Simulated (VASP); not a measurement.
A run of VASP 6.6.1 is set up as follows.

Contents of INCAR:

```
PREC = Accurate ; ENCUT = 600
EDIFF = 1E-6 ; ISMEAR = 0
SIGMA = 0.2 ; LREAL = False
LASPH = True ; NELM = 200
ALGO = Normal ; ISIF = 2
LWAVE = False ; LCHARG = True
GGA = PE ; LELF = True
LVHAR = True ; NBANDS = 44
GGA_COMPAT = False ; LMAXMIX = 6
```

Contents of KPOINTS:

```
regular mesh
0
Gamma
  3 3 3
```

File POSCAR:

```
Ho2Sb2N
1.0
   -4.8378787840      4.8378787840      2.6075287505
    4.8378787840     -4.8378787840      2.6075287505
    4.8378787840      4.8378787840     -2.6075287505
Ho Sb N
4 4 2
Direct
    0.1718189089      0.1718189089      0.3436378179
    0.8281810911      0.8281810911      0.6563621821
    0.1718189089      0.8281810911      0.0000000000
    0.8281810911      0.1718189089      0.0000000000
    0.5000000000      0.1913076534      0.6913076534
    0.5000000000      0.8086923466      0.3086923466
    0.1913076534      0.5000000000      0.6913076534
    0.8086923466      0.5000000000      0.3086923466
    0.7500000000      0.2500000000      0.5000000000
    0.2500000000      0.7500000000      0.5000000000
```

Potentials or basis: VASP PAW PBE potentials, release 64 (Ho_3, Sb, N), 4f in core.

Launch:

```bash
$ cat potpaw_PBE.64/Ho_3/POTCAR potpaw_PBE.64/Sb/POTCAR potpaw_PBE.64/N/POTCAR > POTCAR
$ mpirun -np 1 vasp_std > vasp.out
```

Task: Predict the band gap on the k mesh.

Result: Zero (bands 33 and 34 overlap by 0.39 eV).

Task: Predict the pressure.

Result: 0.4 GPa.

Task: Predict the largest force.

Result: 0.086 eV/Å.

Forces on the atoms (eV/Å):
```
Ho  -0.061 -0.061  0.000
Ho   0.061  0.061  0.000
Ho   0.061 -0.061  0.000
Ho  -0.061  0.061  0.000
Sb   0.009  0.000  0.000
Sb  -0.009  0.000  0.000
Sb   0.000  0.009  0.000
Sb   0.000 -0.009  0.000
N    0.000  0.000  0.000
N    0.000  0.000  0.000
```

Caveat: the k points lie up to 0.46 Å⁻¹ apart; spin-orbit coupling is left out, which moves the levels of the heavy elements; the 4f electrons are frozen in the core, so they carry no moment and show no levels; the run has no spin polarisation, though such a crystal can be magnetic. Spin polarisation is off, so any magnetic state and its effect on volume and gap are missing.
